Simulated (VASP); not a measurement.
A run of VASP 6.6.1 is set up as follows.

Contents of INCAR:

```
SYSTEM = Hf3Si2N
PREC     = Accurate       ! precision mode
ENCUT    = 520            ! plane-wave cutoff, eV
EDIFF    = 1E-6           ! SCF threshold, eV
ISMEAR   = 0              ! smearing method
SIGMA    = 0.1            ! smearing width, eV
LREAL    = .FALSE.        ! projectors in reciprocal space
LASPH    = .TRUE.         ! aspherical terms in the spheres
NELM     = 80             ! most SCF steps
ALGO     = Normal         ! electronic algorithm
ISIF     = 2              ! what is computed and relaxed
LWAVE    = .FALSE.        ! write WAVECAR
LCHARG   = .TRUE.         ! write CHGCAR
GGA      = PE             ! functional
LELF     = .TRUE.         ! ELF
LVHAR    = .TRUE.       
NBANDS   = 30             ! bands
```

The input KPOINTS:

```
Automatic mesh
0
G
  6 6 2
  0 0 0
```

File POSCAR:

```
Hf3Si2N
1.0
    3.2954118800      0.0000000000      0.0000000000
    0.0000000000      3.2954118800      0.0000000000
    0.0000000000      0.0000000000      9.5116040100
Hf Si N
3 2 1
Direct
    0.0000000000      0.0000000000      0.6746923900
    0.0000000000      0.0000000000      0.3274696500
    0.5000000000      0.5000000000      0.8249817500
    0.0000000000      0.0000000000      0.9999432600
    0.5000000000      0.5000000000      0.5015775000
    0.5000000000      0.5000000000      0.1713354600
```

Potentials or basis: VASP PAW PBE potentials, release 64 (Hf_pv, Si, N).

Command:

```console
$ cat potpaw_PBE.64/Hf_pv/POTCAR potpaw_PBE.64/Si/POTCAR potpaw_PBE.64/N/POTCAR > POTCAR
$ mpirun -np 1 vasp_std > vasp.out
```

Task: Estimate the band gap on the k mesh.

Result: Zero (an odd number of electrons rules out a gap without spin polarisation).

Task: Predict the largest force.

Result: 3.963 eV/Å.

Task: Estimate the pressure.

Result: -2.2 GPa.

Stress tensor (GPa, compression positive):
```
  2.20   0.00   0.00
  0.00   2.20   0.00
  0.00   0.00 -11.00
```

Caveat: the stress differs along the axes, from -11 to 2 GPa; spin-orbit coupling is left out, which moves the levels of the heavy elements; an odd number of electrons without spin polarisation forces a metal; a magnetic or distorted state may lie lower.
